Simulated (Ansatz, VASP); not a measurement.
# Rh in VASP and in Ansatz

POSCAR

```
Rh
1.0
    0.0000000000      1.9490887500      1.9490887500
    1.9490887500      0.0000000000      1.9490887500
    1.9490887500      1.9490887500      0.0000000000
Rh
1
Direct
    0.0000000000      0.0000000000      0.0000000000
```

The input INCAR.step1:

```
SYSTEM = Rh
  PREC = Accurate
  ENCUT = 520
  ISMEAR = 0
  SIGMA = 0.15
  LREAL = .False.
  LASPH = .True.
  NELM = 60
  NBANDS = 14
  GGA = PE
  ALGO = Normal
  EDIFF = 1E-4
  LWAVE = .True.
  LCHARG = .False.
```

INCAR.step2

```
SYSTEM = Rh
  PREC = Accurate
  ENCUT = 520
  EDIFF = 1E-7
  ISMEAR = 0
  SIGMA = 0.15
  LREAL = .False.
  LASPH = .True.
  NELM = 60
  ALGO = Normal
  ISIF = 2
  LWAVE = .False.
  LCHARG = .False.
  METAGGA = R2SCAN
  LMIXTAU = .True.
  NBANDS = 14
  ISTART = 1
```

Contents of KPOINTS:

```
regular mesh
0
Gamma
  22 22 22
  0 0 0
```

Input for Ansatz:

```yaml
crystal:
  lattice:
    - [0.0, 1.94908875, 1.94908875]
    - [1.94908875, 0.0, 1.94908875]
    - [1.94908875, 1.94908875, 0.0]
  atoms:
    - { symbol: Rh, position: [0.0, 0.0, 0.0] }
basis:
  ecutwfc: 500
kpoints:
  mp_grid: { grid: [22, 22, 22] }
hamiltonian:
  xc: r2scan
scf:
  occupations: { method: gaussian, width: 0.15 }
output:
  forces: true
  stress: true
  eigenvalues: true
```

Change from the starting cell: strain +0.025 along x and y, +0.025 along z, atoms carried along.

Alike in both runs: task single point; functional r2SCAN; k mesh 22 × 22 × 22; occupations gaussian, width 0.15 eV; no spin polarisation.

|  | VASP | Ansatz |
| --- | --- | --- |
| version | VASP 6.6.1 | Ansatz 0.2.0 |
| potentials or method | VASP PAW PBE potentials, release 64 (Rh_pv), cutoff 520 eV | scalar-relativistic, plane waves, PAW |
| valence electrons in the cell | 15 | 17 |

|  | VASP | Ansatz | Ansatz less VASP |
| --- | --- | --- | --- |
| gap on the k mesh at the Fermi level (eV) | none | none | - |
| pressure (GPa) | -16.8 | -17.6 | -0.84 |

VASP's potentials were made for PBE, not for r2SCAN. A gap of «none» marks a metal or a gap that the smearing closes. With one functional, cell and mesh, what is left measures potentials, basis and numerics. VASP's potentials hold 15 valence electrons a cell and Ansatz's 17, so a difference there can come from the potentials and not from the codes.
